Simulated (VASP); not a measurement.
CdF2:

```
CELL_PARAMETERS angstrom
0.00000 2.80176 2.69400
2.80176 0.00000 2.69400
2.80176 2.80176 0.00000
ATOMIC_POSITIONS crystal
Cd 0.00000 0.00000 0.00000
F 0.75000 0.75000 0.75000
F 0.25000 0.25000 0.25000
```

Base run:

| Property | Result |
| --- | --- |
| Program | VASP 6.6.1 |
| Functional | PBEsol |
| Potentials or basis | VASP PAW PBE potentials, release 64 (Cd, F) |
| Cutoff | 520 eV |
| k mesh | 7 × 7 × 7 |
| Occupations | fermi-dirac, width 0.05 eV |
| Spin | no spin polarisation |

Its results: band gap on the k mesh 2.61 eV, indirect (least direct gap 3.17 eV); pressure -6.7 GPa.

Problem. The run is repeated on the same cell with these changes: potentials or basis from VASP PAW PBE potentials, release 64 (Cd, F) to VASP PAW PBE potentials, release 64 (Cd_sv_GW, F); cutoff from 520 eV to 600 eV; further incar settings from ALGO = Normal; EDIFF = 1e-06; NBANDS = 20 to ALGO = Normal; EDIFF = 1e-06; NBANDS = 24; valence electrons from 26 to 34. What comes out?

Solution. Band gap on the k mesh 2.62 eV, indirect (least direct gap 3.19 eV); pressure -7.9 GPa.

Caveats: the PAW data sets were made with another functional, which shifts forces and pressure a little.

A k mesh can miss the band edges.
